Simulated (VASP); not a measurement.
Here is a VASP 6.6.1 calculation.

File INCAR:

```
PREC = Accurate
ENCUT = 520
EDIFF = 1E-7
ISMEAR = 0
SIGMA = 0.1
LREAL = F
LASPH = T
NELM = 100
ALGO = Normal
ISIF = 2
LWAVE = F
LCHARG = F
GGA = PS
NBANDS = 36
```

The input KPOINTS:

```
Automatic mesh
0
Gamma
  8 5 5
```

File POSCAR:

```
W
1.0
    2.7126988353      0.0000000000      0.0000000000
    0.0000000000      4.6960148531      0.0000000000
    0.0000000000      0.0000000000      4.7537752555
W
4
Direct
    0.7931720000      0.5631570000      0.2500000000
    0.2068280000      0.0631570000      0.2500000000
    0.2068280000      0.4368430000      0.7500000000
    0.7931720000      0.9368430000      0.7500000000
```

Potentials or basis: VASP PAW PBE potentials, release 64 (W_sv).

Launch:

```console
$ cat potpaw_PBE.64/W_sv/POTCAR > POTCAR
$ mpirun -np 1 vasp_std > vasp.out
```

Q: Predict the pressure.

A: 23.3 GPa.

Q: What does it give for the band gap on the k mesh?

A: Zero (band 28 reaches 12.79 eV, above the bottom of band 29 at 11.18 eV).

Q: Predict the largest force.

A: 0.491 eV/Å.

Forces in eV/Å, atoms in the order of the input:
```
W   -0.491 -0.014  0.000
W    0.491 -0.014  0.000
W    0.491  0.014  0.000
W   -0.491  0.014  0.000
```

Caveat: the PAW data sets were made with another functional, which shifts forces and pressure a little; spin-orbit coupling is left out, which moves the levels of the heavy elements.
